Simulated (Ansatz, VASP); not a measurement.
# One calculation of Hg, two programs

```
Hg
1.0
     2.07840    1.19996    1.97474
    -2.07840    1.19996    1.97474
     0.00000   -2.39993    1.97474
Hg
1
Direct
  0.00000 0.00000 0.00000
```

Alike in both runs: task single point; functional PBE; k mesh 10 × 10 × 10; no spin polarisation.

|  | VASP | Ansatz |
| --- | --- | --- |
| version | VASP 6.6.1 | Ansatz 0.2.0 |
| potentials or method | VASP PAW PBE potentials, release 64 (Hg), cutoff 520 eV | plane waves (420 eV) with PAW, scalar-relativistic |
| occupations | methfessel-paxton of order 1, width 0.01 eV | cold, width 0.01 eV |
| valence electrons in the cell | 12 | 20 |

|  | VASP | Ansatz | Ansatz less VASP |
| --- | --- | --- | --- |
| pressure (GPa) | 0.1 | -0.1 | -0.16 |
| traceless stress, the component that is largest in VASP (GPa) | -0.18 | -0.22 | -0.034 |

VASP's potentials hold 12 valence electrons a cell and Ansatz's 20, so a difference there can come from the potentials and not from the codes.

Neither program's run includes spin-orbit coupling.
